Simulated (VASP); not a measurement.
Wanted: the native input for a VASP 6.6.1 run.

```yaml
Task: single point
Functional: r2SCAN
Potentials_or_basis: VASP PAW PBE potentials, release 64 (Ag)
Cutoff: 520 eV
k_mesh: 20 × 20 × 20
Occupations: gaussian, width 0.15 eV
Spin: no spin polarisation
Dipole_correction: no
Further_INCAR_settings: ALGO = Normal; EDIFF = 1e-07; NBANDS = 12
```

Ag:

```
Ag
1.0
     0.00000    2.00224    2.04310
     2.04310    0.00000    2.04310
     2.04310    2.00224    0.00000
Ag
1
Direct
  0.00000 0.00000 0.00000
```

This cell differs from its parent crystal: strain -0.0200 x Voigt [0, 1, 0, 0, 0, 0].

One way to write it, as run:

POSCAR

```
Ag
1.0
    0.0000000000      2.0022380000      2.0431000000
    2.0431000000      0.0000000000      2.0431000000
    2.0431000000      2.0022380000      0.0000000000
Ag
1
Direct
    0.0000000000      0.0000000000      0.0000000000
```

INCAR.step1

```
SYSTEM = Ag
PREC = Accurate ; ENCUT = 520
ISMEAR = 0 ; SIGMA = 0.15
LREAL = .False. ; LASPH = .True.
NELM = 100 ; NBANDS = 12
GGA = PE ; ALGO = Normal
EDIFF = 1E-4 ; LWAVE = .True.
LCHARG = .False.
```

INCAR.step2

```
SYSTEM = Ag
PREC = Accurate ; ENCUT = 520
EDIFF = 1E-7 ; ISMEAR = 0
SIGMA = 0.15 ; LREAL = .False.
LASPH = .True. ; NELM = 100
ALGO = Normal ; ISIF = 2
LWAVE = .False. ; LCHARG = .True.
METAGGA = R2SCAN ; LMIXTAU = .True.
LELF = .True. ; LVHAR = .True.
NBANDS = 12 ; ISTART = 1
```

KPOINTS

```
regular mesh
0
Gamma
  20 20 20
  0 0 0
```

Potentials or basis: VASP PAW PBE potentials, release 64 (Ag).

Run with:

```console
$ cat potpaw_PBE.64/Ag/POTCAR > POTCAR
$ cp INCAR.step1 INCAR
$ mpirun -np 1 vasp_std > vasp.out
$ cp INCAR.step2 INCAR
$ mpirun -np 1 vasp_std > vasp.out
```

It gave:

* Pressure: 4.0 GPa
* Band gap on the k mesh: zero (an odd number of electrons rules out a gap without spin polarisation)

Caveat: the cell differs from its parent crystal (strain -0.0200 x Voigt [0, 1, 0, 0, 0, 0]); the cell stands under pressure; the PAW data sets were made with another functional, which shifts forces and pressure a little.

It took 5.2 min on 1 thread of AMD EPYC 9R45 96-Core Processor (Zen 5), with other jobs on the host, peak memory 0.22 GiB.
